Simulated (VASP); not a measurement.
Crystal: Si.

```
Si
1.0
     6.09130    0.00000    0.00000
    -3.04565    5.27522    0.00000
     0.00000    0.00000    5.79135
Si
9
Direct
  0.69092 0.22259 0.50283
  0.77741 0.46833 0.16950
  0.53167 0.30908 0.83617
  0.22259 0.69092 0.49717
  0.46833 0.77741 0.83050
  0.30908 0.53167 0.16383
  0.86797 0.00000 0.66667
  0.00000 0.86797 0.33333
  0.13203 0.13203 0.00000
```

```yaml
Program: VASP 6.6.1
Task: relaxation of cell and atoms
Functional: PBE
Potentials_or_basis: VASP PAW PBE potentials, release 64 (Si)
Cutoff: 600 eV
k_mesh: 6 × 6 × 8
Occupations: gaussian, width 0.1 eV
Spin: no spin polarisation
```

At the start: pressure -0.1 GPa; volume 20.68 Å³/atom.

Task: How do energy, volume and symmetry change on relaxing?

Result: Over 16 steps the energy falls by 2.5 meV/atom and the volume is 20.96 Å³/atom (+1.4 %); space group P3_221 (No. 154, to 0.05 Å).

Step by step:
```tsv
step	energy change (eV)	largest force (eV/Å)	pressure (GPa)	volume (Å³)
1	0.0000	0.1861	-0.12	186.09
2	-0.0104	0.1335	0.32	185.66
3	-0.0124	0.0996	0.62	185.37
4	-0.0189	0.0472	0.16	187.08
5	-0.0195	0.0465	-0.05	187.87
6	-0.0203	0.0335	0.00	187.91
7	-0.0208	0.0585	0.07	187.96
8	-0.0213	0.0198	0.00	188.21
9	-0.0213	0.0246	-0.04	188.33
10	-0.0215	0.0191	-0.02	188.36
11	-0.0217	0.0207	0.00	188.40
12	-0.0217	0.0239	0.01	188.42
13	-0.0220	0.0203	0.01	188.47
14	-0.0224	0.0188	0.01	188.61
15	-0.0224	0.0295	-0.04	188.74
16	-0.0225	0.0093	-0.01	188.66
```

Final structure:
```yaml
crystal:
  lattice:
    - [6.16611, 0.00000, 0.00000]
    - [-3.08306, 5.34001, 0.00000]
    - [0.00000, 0.00000, 5.72976]
  atoms:
    - { symbol: Si, position: [0.69032, 0.22330, 0.50821] }
    - { symbol: Si, position: [0.77670, 0.46702, 0.17488] }
    - { symbol: Si, position: [0.53298, 0.30968, 0.84154] }
    - { symbol: Si, position: [0.22330, 0.69032, 0.49179] }
    - { symbol: Si, position: [0.46702, 0.77670, 0.82512] }
    - { symbol: Si, position: [0.30968, 0.53298, 0.15846] }
    - { symbol: Si, position: [0.86406, 0.00000, 0.66667] }
    - { symbol: Si, position: [0.00000, 0.86406, 0.33333] }
    - { symbol: Si, position: [0.13594, 0.13594, 0.00000] }
```
